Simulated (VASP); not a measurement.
A run of VASP 6.6.1 is set up as follows.

The input INCAR:

```
SYSTEM = CdS
  ALGO = Normal
  EDIFF = 1E-6
  EDIFFG = -0.002
  ENCUT = 600
  GGA = PS
  IBRION = 2
  ISIF = 3
  ISMEAR = 0
  LASPH = .TRUE.
  LCHARG = .FALSE.
  LREAL = .FALSE.
  LWAVE = .FALSE.
  NELM = 60
  NSW = 100
  PREC = Accurate
  PSTRESS = 70.0
  SIGMA = 0.01
```

File KPOINTS:

```
k-points
0
G
  8 8 8
  0 0 0
```

File POSCAR:

```
CdS
1.0
    2.9122860629      2.9122860629      0.0000000000
   -2.9122860629      2.9122860629      0.0000000000
    0.0000000000      2.9122860629      2.9122860629
Cd S
1 1
Direct
    0.0000000000      0.0000000000      0.0000000000
    0.7500000000      0.2500000000      0.5000000000
```

Potentials or basis: VASP PAW PBE potentials, release 64 (Cd, S).

Command:

```console
$ cat potpaw_PBE.64/Cd/POTCAR potpaw_PBE.64/S/POTCAR > POTCAR
$ mpirun -np 1 vasp_std > vasp.out
```

Question: Predict the relaxed volume.

Answer: 22.66 Å³/atom.

Question: What does it give for the space group after relaxing (to 0.1 Å)?

Answer: F-43m (No. 216).

Final structure:
```xyz
2
Lattice="2.8298 2.8298 0.0000 -2.8298 2.8298 0.0000 0.0000 2.8298 2.8298" Properties=species:S:1:pos:R:3 pbc="T T T"
Cd   -2.8298    2.8298    0.0000
S     1.4149    4.2447    1.4149
```

Caveat: the cell is relaxed towards a set pressure, so the run minimises the enthalpy, not the energy; the PAW data sets were made with another functional, which shifts forces and pressure a little.
